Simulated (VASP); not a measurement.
Write the native input for VASP 6.6.1 that does the following.

```
Task                   : single point
Functional             : PBE
Potentials or basis    : VASP PAW PBE potentials, release 64 (K_sv)
Cutoff                 : 520 eV
k mesh                 : 12 × 12 × 4
Occupations            : gaussian, width 0.1 eV
Spin                   : no spin polarisation
Dipole correction      : no
Further INCAR settings : ALGO = Fast; EDIFF = 1e-06; NBANDS = 26
```

The structure of K lies in POSCAR:

```
K
1.0
    4.7273552391      0.0000000000      0.0000000000
   -2.3636776195      4.0940097297      0.0000000000
    0.0000000000      0.0000000000     15.3066174738
K
4
Direct
    0.0000000000      0.0000000000      0.0000000000
    0.0000000000      0.0000000000      0.5000000000
    0.3333333333      0.6666666667      0.2500000000
    0.6666666667      0.3333333333      0.7500000000
```

This isn't the form of K at room conditions, which is bcc.

The input as run:

INCAR

```
PREC = Accurate ; ENCUT = 520
EDIFF = 1E-6 ; ISMEAR = 0
SIGMA = 0.1 ; LREAL = False
LASPH = True ; NELM = 100
ALGO = Fast ; ISIF = 2
LWAVE = False ; LCHARG = True
GGA = PE ; LELF = True
LVHAR = True ; NBANDS = 26
```

KPOINTS

```
regular mesh
0
Gamma
  12 12 4
```

Potentials or basis: VASP PAW PBE potentials, release 64 (K_sv).

The run is started by

```bash
$ cat potpaw_PBE.64/K_sv/POTCAR > POTCAR
$ mpirun -np 1 vasp_std > vasp.out
```

Results of the run:

```yaml
Pressure: 0.0 GPa
Band_gap_on_the_k_mesh: zero (bands 18 and 19 overlap by 2.31 eV)
```

It took 25 min on 1 thread of Intel Xeon 8259CL, on a shared host, peak memory 0.6 GiB.
